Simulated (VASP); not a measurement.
The system is CdSe.

```
CELL_PARAMETERS angstrom
0.00000 3.19049 3.19049
3.19049 0.00000 3.19049
3.19049 3.19049 0.00000
ATOMIC_POSITIONS crystal
Cd 0.00000 0.00000 0.00000
Se 0.25000 0.25000 0.25000
```

This cell differs from its parent crystal: strain +4.0%.

Base run:

* Program: VASP 6.6.1
* Functional: r2SCAN
* Potentials or basis: VASP PAW PBE potentials, release 64 (Cd, Se)
* Cutoff: 520 eV
* k mesh: 8 × 8 × 8
* Occupations: gaussian, width 0.01 eV
* Spin: no spin polarisation

Its results: band gap on the k mesh 0.76 eV, direct; pressure -4.5 GPa.

The run is repeated on the same cell with these changes: functional from r2SCAN to PBE; occupations from gaussian, width 0.01 eV to fermi-dirac, width 0.02 eV. What comes out?

Band gap on the k mesh 0.31 eV, direct; pressure -3.0 GPa.

Caveats: the PAW data sets were made with another functional, which shifts forces and pressure a little (some runs).

